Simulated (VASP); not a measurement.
Crystal: EuH4.

```
Eu H
1.0
    -2.78157    2.78157    1.74501
     2.78157   -2.78157    1.74501
     2.78157    2.78157   -1.74501
Eu H
1 4
Direct
  0.00000 0.00000 0.00000
  0.40000 0.20000 0.60000
  0.20000 0.60000 0.80000
  0.60000 0.80000 0.40000
  0.80000 0.40000 0.20000
```

The cell was generated, and may not be a known phase.

| Property | Result |
| --- | --- |
| Program | VASP 6.6.1 |
| Task | relaxation of cell and atoms |
| Functional | PBE |
| Potentials or basis | VASP PAW PBE potentials, release 64 (Eu, H) |
| Cutoff | 600 eV |
| k mesh | 6 × 6 × 6 |
| Occupations | gaussian, width 0.1 eV |
| Spin | collinear spin, ferromagnetic start |
| Starting moments | [7.0, 0.0, 0.0, 0.0, 0.0] μB |

At the start: pressure -8.3 GPa; volume 10.80 Å³/atom.

Question: Where does the relaxation end?

Answer: Over 21 steps the energy falls by 351.5 meV/atom and the volume is 8.12 Å³/atom (-24.8 %); space group I4/m (No. 87, to 0.1 Å) before, I4/mmm (No. 139, to 0.1 Å); moment 6.58 μB per cell.

The path:
```csv
step,energy change (eV),largest force (eV/Å),pressure (GPa),volume (Å³)
1,0.0000,0.4796,-8.28,54.01
2,-0.3322,0.4461,-5.75,49.74
3,-0.6389,0.4373,0.54,43.81
4,-0.1445,1.0494,30.16,33.11
5,-0.6675,0.5043,4.26,41.52
6,-0.8646,0.5818,2.75,41.82
7,-1.2477,0.7390,-0.19,42.20
8,-0.6994,0.5958,6.65,40.91
9,-1.2279,0.8409,-0.22,42.17
10,-1.4113,0.6390,-1.17,42.38
11,-1.5280,0.4492,-0.72,42.95
12,-1.5744,0.2964,-1.55,42.73
13,-1.5778,0.2751,-1.46,42.77
14,-1.6559,0.2462,-0.51,42.04
15,-1.6785,0.2345,0.64,41.45
16,-1.6787,0.2346,0.84,41.37
17,-1.6987,0.2001,-0.04,41.67
18,-1.7295,0.1028,-2.37,42.57
19,-1.7459,0.0732,-1.46,41.83
20,-1.7574,0.0175,0.53,40.40
21,-1.7576,0.0205,0.21,40.60
```

Final structure:
```xyz
5
Lattice="-2.2239 2.2239 2.0524 2.2239 -2.2239 2.0524 2.2239 2.2239 -2.0524" Properties=species:S:1:pos:R:3 pbc="T T T"
Eu    0.0000    0.0000    0.0000
H     1.1472    2.2166    0.0000
H     2.2312    1.1472    0.0000
H     1.0767    0.0073    2.0524
H    -0.0073    1.0767    2.0524
```

Caveat: the volume moved by over 15 % at a fixed basis, so the end points are rough; semilocal functionals describe open f shells poorly, which spoils levels, moments and volumes.
